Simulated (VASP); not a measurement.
Input of a VASP 6.6.1 run:

Contents of INCAR:

```
SYSTEM = Se
PREC = Accurate ; ENCUT = 520
EDIFF = 1E-6 ; ISMEAR = -1
SIGMA = 0.05 ; LREAL = .False.
LASPH = .True. ; NELM = 100
ALGO = Normal ; ISIF = 2
LWAVE = .False. ; LCHARG = .False.
GGA = PS ; NBANDS = 13
```

Contents of KPOINTS:

```
Automatic mesh
0
Gamma
  8 8 4
  0 0 0
```

Contents of POSCAR:

```
Se
1.0
    1.3585026263     -3.9353927994      0.0000000000
    1.3585026263      3.9353927994      0.0000000000
    0.0000000000      0.0000000000      4.4950853312
Se
2
Direct
    0.9356550000      0.0643450000      0.2500000000
    0.0643450000      0.9356550000      0.7500000000
```

Potentials or basis: VASP PAW PBE potentials, release 64 (Se).

Run with:

```sh
$ cat potpaw_PBE.64/Se/POTCAR > POTCAR
$ mpirun -np 1 vasp_std > vasp.out
```

Task: What does it give for the band gap on the k mesh?

Result: Zero (band 6 reaches 6.21 eV, above the bottom of band 7 at 3.13 eV).

Task: Predict the largest force.

Result: 0.215 eV/Å.

Stress tensor (GPa, compression positive):
```
5.45 0.00 0.00
0.00 0.23 0.00
0.00 0.00 8.71
```

Caveat: the PAW data sets were made with another functional, which shifts forces and pressure a little.
